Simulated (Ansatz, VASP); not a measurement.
## Two plane-wave programs on Bi2Se3

```
Bi Se
1.0
     1.96496    1.13447    9.05124
    -1.96496    1.13447    9.05124
     0.00000   -2.26894    9.05124
Bi Se
2 3
Cartesian
  0.0000 0.0000 16.2152
  0.0000 0.0000 10.9385
  0.0000 0.0000 21.6120
  0.0000 0.0000 5.5417
  0.0000 0.0000 0.0000
```

Change from the starting cell: z stretched by -1 %, ions relaxed.

Alike in both runs: functional PBE; k mesh 14 × 14 × 14; occupations fermi-dirac, width 0.05 eV; no spin polarisation.

Ansatz relaxed the structure, and its values are those at the end. VASP's run is a single point on that final structure, the one shown.

|  | VASP | Ansatz |
| --- | --- | --- |
| version | VASP 6.6.1 | Ansatz 0.2.0 |
| potentials or method | VASP PAW PBE potentials, release 64 (Bi_d, Se) | plane-wave PAW, scalar-relativistic |
| plane-wave cutoff (eV) | 520 | 420 |
| valence electrons in the cell | 48 | 78 |

```tsv
	VASP	Ansatz	Ansatz less VASP
pressure (GPa)	13.2	13.1	-0.06
rms of the force components (eV/Å)	0.007	0.001	-0.0065
```

VASP's potentials hold 48 valence electrons a cell and Ansatz's 78, so a difference there can come from the potentials and not from the codes. Ansatz's warnings: stress scf threshold loose.

Spin-orbit coupling is off throughout.
